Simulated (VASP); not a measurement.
Here is a VASP 6.6.1 calculation.

INCAR

```
ALGO = Normal
EDIFF = 1E-7
ENCUT = 520
GGA = PE
ISIF = 2
ISMEAR = 0
LASPH = True
LCHARG = True
LELF = True
LREAL = False
LVHAR = True
LWAVE = False
NBANDS = 36
NELM = 80
PREC = Accurate
SIGMA = 0.1
```

File KPOINTS:

```
k-points
0
Gamma
  14 14 10
```

POSCAR

```
Ge
1.0
    2.7646232233      2.7646232233      0.0000000000
   -2.7646232233      2.7646232233      0.0000000000
    0.0000000000      0.0000000000      5.9252127387
Ge
4
Direct
    0.5000000000      0.5000000000      0.5000000000
    0.5000000000      0.0000000000      0.2500000000
    0.0000000000      0.0000000000      0.0000000000
    0.0000000000      0.5000000000      0.7500000000
```

Potentials or basis: VASP PAW PBE potentials, release 64 (Ge_d).

The run is started by

```sh
$ cat potpaw_PBE.64/Ge_d/POTCAR > POTCAR
$ mpirun -np 1 vasp_std > vasp.out
```

(1) Estimate the band gap on the k mesh.

(2) Estimate the pressure.

Answers

(1) zero (bands 28 and 29 overlap by 0.10 eV).

(2) 3.6 GPa.

Caveat: the cell differs from its parent crystal (biaxial strain in the a-b plane: -4.0 %, then relaxed in part); the stress differs along the axes, from -0 to 5 GPa; semilocal functionals underestimate gaps, and a narrow one can read as zero.
